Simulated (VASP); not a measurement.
Set up this calculation in VASP 6.6.1, as the native input.

| Quantity | Value |
| --- | --- |
| Task | single point |
| Functional | PBE |
| Potentials or basis | VASP PAW PBE potentials, release 64 (B, P) |
| Cutoff | 520 eV |
| k mesh | 10 × 10 × 10 |
| Occupations | fermi-dirac, width 0.02 eV |
| Spin | no spin polarisation |
| Dipole correction | no |
| Further INCAR settings | ALGO = Normal; EDIFF = 1e-06; NBANDS = 11 |

The structure of BP lies in POSCAR:

```
BP
1.0
    0.0000000000      2.3136819823      2.2498250669
    2.3136819823      0.0000000000      2.2498250669
    2.3136819823      2.3136819823      0.0000000000
B P
1 1
Direct
    0.0000000000      0.0000000000      0.0000000000
    0.2500000000      0.2500000000      0.2500000000
```

This cell differs from its parent crystal: epitaxial xy strain +2.0%.

One way to write it, as run:

INCAR

```
ALGO     = Normal         # electronic algorithm
EDIFF    = 1E-6           # SCF threshold, eV
ENCUT    = 520            # plane-wave cutoff, eV
GGA      = PE             # functional
ISIF     = 2              # what is computed and relaxed
ISMEAR   = -1             # smearing method
LASPH    = True           # aspherical terms in the spheres
LCHARG   = True           # write CHGCAR
LELF     = True           # ELF
LREAL    = False          # projectors in reciprocal space
LVHAR    = True         
LWAVE    = False          # write WAVECAR
NBANDS   = 11             # bands
NELM     = 60             # most SCF steps
PREC     = Accurate       # precision mode
SIGMA    = 0.02           # smearing width, eV
```

KPOINTS

```
k-points
0
Gamma
  10 10 10
```

Potentials or basis: VASP PAW PBE potentials, release 64 (B, P).

Run with:

```console
$ cat potpaw_PBE.64/B/POTCAR potpaw_PBE.64/P/POTCAR > POTCAR
$ mpirun -np 1 vasp_std > vasp.out
```

Results of the run:

```json
{"Pressure": "-3.9 GPa", "Band gap on the k mesh": "0.87 eV, indirect (least direct gap 3.08 eV)"}
```

Caveat: the cell differs from its parent crystal (epitaxial xy strain +2.0%).

Run time: 11 s on 1 thread of Intel(R) Xeon(R) Platinum 8488C (Sapphire Rapids), with other jobs on the host, peak memory 0.14 GiB.
